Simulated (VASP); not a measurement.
ZrSi6: density of states with PBE

ZrSi6:

```
Zr Si
1.0
     7.17105    0.00000    0.00000
    -3.58553    6.21031    0.00000
     0.00000    0.00000    2.70915
Zr Si
1 6
Direct
  0.00000 0.00000 0.00000
  0.21837 0.78163 0.00000
  0.21837 0.43674 0.00000
  0.56326 0.78163 0.00000
  0.78163 0.21837 0.00000
  0.78163 0.56326 0.00000
  0.43674 0.21837 0.00000
```

* Program: VASP 6.6.1
* Task: density of states
* Functional: PBE
* Potentials or basis: VASP PAW PBE potentials, release 64 (Zr_sv, Si)
* Cutoff: 520 eV
* k mesh: 6 × 6 × 14
* Occupations: gaussian, width 0.1 eV
* Spin: no spin polarisation
* Dipole correction: no
* k mesh for the DOS: 9 × 9 × 21
* Occupations for the DOS: tetrahedron
* Further INCAR settings: ALGO = Normal; EDIFF = 1e-06

```
Valence electrons inside the program's atomic spheres : Zr 10.14; Si 1.59
```

Levels at points of the mesh, in eV from the Fermi level:
| k point | band 16 | band 17 | band 18 | band 19 | band 20 | band 21 |
| --- | --- | --- | --- | --- | --- | --- |
| (0.00, 0.00, 0.00) | -1.30 | -1.30 | 0.16 | 0.27 | 0.27 | 2.02 |

Run time: 11 min on 1 thread of AMD EPYC 7R43 64-Core Processor (Zen 3) (shared host), peak memory 0.39 GiB.
